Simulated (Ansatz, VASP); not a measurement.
## Two plane-wave programs on Zn

```
Zn
1.0
    -1.52197    1.52197    1.61611
     1.52197   -1.52197    1.61611
     1.52197    1.52197   -1.61611
Zn
1
Direct
  0.00000 0.00000 0.00000
```

Change from the starting cell: strain -0.030 along x and y, +0.030 along z, atoms carried along.

Alike in both runs: task single point; functional PBEsol; k mesh 22 × 22 × 22; occupations gaussian, width 0.15 eV; no spin polarisation.

|  | VASP | Ansatz |
| --- | --- | --- |
| version | VASP 6.6.1 | Ansatz 0.2.0 |
| potentials or method | VASP PAW PBE potentials, release 64 (Zn), cutoff 520 eV | scalar-relativistic, plane waves, PAW |
| valence electrons in the cell | 12 | 12 |

```tsv
	VASP	Ansatz	Ansatz less VASP
gap on the k mesh at the Fermi level (eV)	none	none	-
pressure (GPa)	-3.0	-3.4	-0.38
traceless stress, the component that is largest in VASP (GPa)	1.93	1.92	-0.005
```

VASP's potentials were made for PBE, not for PBEsol. A gap of «none» marks a metal or a gap that the smearing closes. With one functional, cell and mesh, what is left measures potentials, basis and numerics.
